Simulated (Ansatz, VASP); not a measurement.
# Two plane-wave programs on Re

File INCAR:

```
SYSTEM = Re
PREC = Accurate ; ENCUT = 520
EDIFF = 1E-6 ; ISMEAR = -1
SIGMA = 0.1 ; LREAL = .FALSE.
LASPH = .TRUE. ; NELM = 60
ALGO = Normal ; ISIF = 2
LWAVE = .FALSE. ; LCHARG = .FALSE.
GGA = RP ; NBANDS = 18
```

Contents of KPOINTS:

```
regular mesh
0
G
  9 9 13
  0 0 0
```

POSCAR

```
Re
1.0
    4.5100611888      0.0000000000      0.0000000000
   -2.2550305944      3.9058275621      0.0000000000
    0.0000000000      0.0000000000      2.8264836700
Re
3
Direct
    1.0000000000      1.0000000000      1.0000000000
    0.3333333333      0.6666666667      0.5000000000
    0.6666666667      0.3333333333      0.5000000000
```

Input for Ansatz:

```yaml
crystal:
  lattice:
    - [4.5100611888, 0.0, 0.0]
    - [-2.2550305944, 3.9058275621, 0.0]
    - [0.0, 0.0, 2.82648367]
  atoms:
    - { symbol: Re, position: [1.0, 1.0, 1.0] }
    - { symbol: Re, position: [0.3333333333, 0.6666666667, 0.5] }
    - { symbol: Re, position: [0.6666666667, 0.3333333333, 0.5] }
hamiltonian:
  xc: rpbe
  pseudopotentials:
    kind: paw
    azcp:
      Re: "pseudopotentials/Re.paw.azcp"
basis:
  ecutwfc: 420
  fft_grid_basis: typed
kpoints:
  mp_grid: { grid: [9, 9, 13], shift: [0, 0, 0] }
magnetization:
  spin_polarized: false
scf:
  occupations: { method: fermi_dirac, width: 0.1 }
  lower_state_search: "off"
output:
  stress: true
  write_density: true
  write_potential: true
  elf: true
  volumetric_format: npy
```

Alike in both runs: task single point; functional RPBE; k mesh 9 × 9 × 13; occupations fermi-dirac, width 0.1 eV; no spin polarisation.

```csv
,VASP,Ansatz
version,VASP 6.6.1,Ansatz 0.2.0
potentials or method,"VASP PAW PBE potentials, release 64 (Re), cutoff 520 eV","plane waves (420 eV) with PAW, scalar-relativistic"
valence electrons in the cell,21,45
```

Ansatz gave:

```
pressure (GPa)                                                : -21.7
traceless stress, the component that is largest in VASP (GPa) : 1.22
```

What did VASP give for the same quantities?

Pressure (GPa): -22.8; traceless stress, the component that is largest in VASP (GPa): 1.63.

VASP's potentials were made for PBE, not for RPBE. VASP's potentials hold 21 valence electrons a cell and Ansatz's 45, so a difference there can come from the potentials and not from the codes.

Spin-orbit coupling is off throughout.
